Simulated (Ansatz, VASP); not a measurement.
Given: the input of a run of VASP 6.6.1 on CdSe.

File INCAR:

```
ALGO     = Normal         # electronic algorithm
EDIFF    = 1E-6           # SCF threshold, eV
EDIFFG   = -0.01          # ionic threshold
ENCUT    = 600            # plane-wave cutoff, eV
GGA      = PS             # functional
IBRION   = 2              # ionic algorithm
ISIF     = 3              # what is computed and relaxed
ISMEAR   = -1             # smearing method
IVDW     = 13             # dispersion correction
LASPH    = T              # aspherical terms in the spheres
LCHARG   = F              # write CHGCAR
LREAL    = F              # projectors in reciprocal space
LWAVE    = F              # write WAVECAR
NELM     = 60             # most SCF steps
NSW      = 60             # ionic steps
PREC     = Accurate       # precision mode
SIGMA    = 0.05           # smearing width, eV
```

The input KPOINTS:

```
k-points
0
Gamma
  8 8 8
```

The input POSCAR:

```
CdSe
1.0
    0.0000000000      3.0702711986      3.0702711986
    3.0702711986      0.0000000000      3.0702711986
    3.0702711986      3.0702711986      0.0000000000
Cd Se
1 1
Direct
    0.0000000000      0.0000000000      0.0000000000
    0.2500000000      0.2500000000      0.2500000000
```

Potentials or basis: VASP PAW PBE potentials, release 64 (Cd, Se).

Command:

```sh
$ cat potpaw_PBE.64/Cd/POTCAR potpaw_PBE.64/Se/POTCAR > POTCAR
$ mpirun -np 1 vasp_std > vasp.out
```

Q: Set up the same calculation for Ansatz 0.2.0. Potentials there: Ansatz PAW.

A: As run (the cutoff follows the program's own potentials):

File input.yaml:

```yaml
crystal:
  lattice:
    - [0.0, 3.0702711986, 3.0702711986]
    - [3.0702711986, 0.0, 3.0702711986]
    - [3.0702711986, 3.0702711986, 0.0]
  atoms:
    - { symbol: Cd, position: [0.0, 0.0, 0.0] }
    - { symbol: Se, position: [0.25, 0.25, 0.25] }
hamiltonian:
  xc: pbesol
  pseudopotentials: { kind: paw }
  dispersion: d4
kpoints:
  mp_grid: { grid: [8, 8, 8] }
scf:
  occupations: { method: fermi_dirac, width: 0.05 }
output:
  forces: true
  stress: true
  eigenvalues: true
relax:
  f_tol: 0.01
  max_steps: 40
  cell: { stress_tol: 0.05 }
```

Potentials or basis: Ansatz PAW.

The run is started by

```sh
$ ansatz run input.yaml --threads 1 --pin off --max-ram 3584MiB --backend cpu --events-out ev --progress --plain --runs-dir out
```

Both were run:

|  | VASP | Ansatz | Ansatz less VASP |
| --- | --- | --- | --- |
| gap on the k mesh at the Fermi level, each at its own relaxed structure (eV) | 0.51 | 0.52 | +0.008 |
| relaxed volume (Å³/atom) | 27.72 | 27.57 | -0.146 |
| relaxed length of the cell vector where the two differ most in proportion (Å) | 4.280 | 4.272 | -0.0075 |

VASP's potentials were made for PBE, not for PBEsol. VASP's potentials hold 18 valence electrons a cell and Ansatz's 36, so a difference there can come from the potentials and not from the codes.

Noted on Ansatz's run: the plane-wave basis is chosen anew once the cell has moved, so the energies of steps on either side of that aren't comparable.
